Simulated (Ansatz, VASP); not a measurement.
WS2: VASP beside Ansatz

INCAR

```
SYSTEM = WS2
PREC     = Accurate       ! precision mode
ENCUT    = 520            ! plane-wave cutoff, eV
EDIFF    = 1E-6           ! SCF threshold, eV
ISMEAR   = 0              ! smearing method
SIGMA    = 0.05           ! smearing width, eV
LREAL    = .False.        ! projectors in reciprocal space
LASPH    = .True.         ! aspherical terms in the spheres
NELM     = 100            ! most SCF steps
ALGO     = Normal         ! electronic algorithm
ISIF     = 2              ! what is computed and relaxed
LWAVE    = .False.        ! write WAVECAR
LCHARG   = .True.         ! write CHGCAR
LDIPOL   = .True.       
IDIPOL   = 3            
DIPOL    = 0.5 0.5 0.402
GGA      = PE             ! functional
IVDW     = 12             ! dispersion correction
LELF     = .True.         ! ELF
LVHAR    = .True.       
LVACPOTAV= .True.       
NBANDS   = 35             ! bands
```

File KPOINTS:

```
regular mesh
0
Gamma
  9 9 1
  0 0 0
```

File POSCAR:

```
WS2
1.0
    3.1595457497      0.0000000000      0.0000000000
   -1.5797728749      2.7362468836      0.0000000000
    0.0000000000      0.0000000000     23.8042575719
S W
4 2
Direct
    0.3333333333      0.6666666667      0.1890418126
    0.3333333333      0.6666666667      0.3214605103
    0.6666666667      1.3333333333      0.4827761904
    0.6666666667      1.3333333333      0.6151948880
    0.6666666667      0.3333333333      0.2552511581
    0.3333333333      1.6666666667      0.5489855359
```

Input for Ansatz:

```yaml
crystal:
  lattice:
    - [3.1595457497, 0.0, 0.0]
    - [-1.5797728749, 2.7362468836, 0.0]
    - [0.0, 0.0, 23.8042575719]
  atoms:
    - { symbol: S, position: [0.3333333333, 0.6666666667, 0.1890418126] }
    - { symbol: W, position: [0.6666666667, 0.3333333333, 0.2552511581] }
    - { symbol: S, position: [0.3333333333, 0.6666666667, 0.3214605103] }
    - { symbol: S, position: [0.6666666667, 1.3333333333, 0.4827761904] }
    - { symbol: W, position: [0.3333333333, 1.6666666667, 0.5489855359] }
    - { symbol: S, position: [0.6666666667, 1.3333333333, 0.615194888] }
basis:
  ecutwfc: 420
kpoints:
  mp_grid: { grid: [9, 9, 1] }
hamiltonian:
  xc: pbe
  pseudopotentials: { kind: paw, azcp: { folder: soft_1 } }
  dispersion: d3bj
scf:
  occupations: { method: gaussian, width: 0.05 }
output:
  forces: true
  eigenvalues: true
efield:
  axis: 3
  dipole_correction: true
  ramp_width: 0.04
```

Alike in both runs: task single point; functional PBE; dispersion D3(BJ); k mesh 9 × 9 × 1; occupations gaussian, width 0.05 eV; no spin polarisation.

```csv
,VASP,Ansatz
version,VASP 6.6.1,Ansatz 0.2.0
potentials or method,"VASP PAW PBE potentials, release 64 (S, W_sv), cutoff 520 eV","scalar-relativistic, plane waves, PAW"
valence electrons in the cell,52,52
```

Ansatz gave:

* gap on the k mesh at the Fermi level (eV): 1.86
* least direct gap on the mesh (eV): 1.91
* rms of the force components (eV/Å): 0.029

Problem. What did VASP give for the same quantities?

Solution. gap on the k mesh at the Fermi level (eV): 1.87; least direct gap on the mesh (eV): 1.91; rms of the force components (eV/Å): 0.029.

Spin-orbit coupling is off throughout.
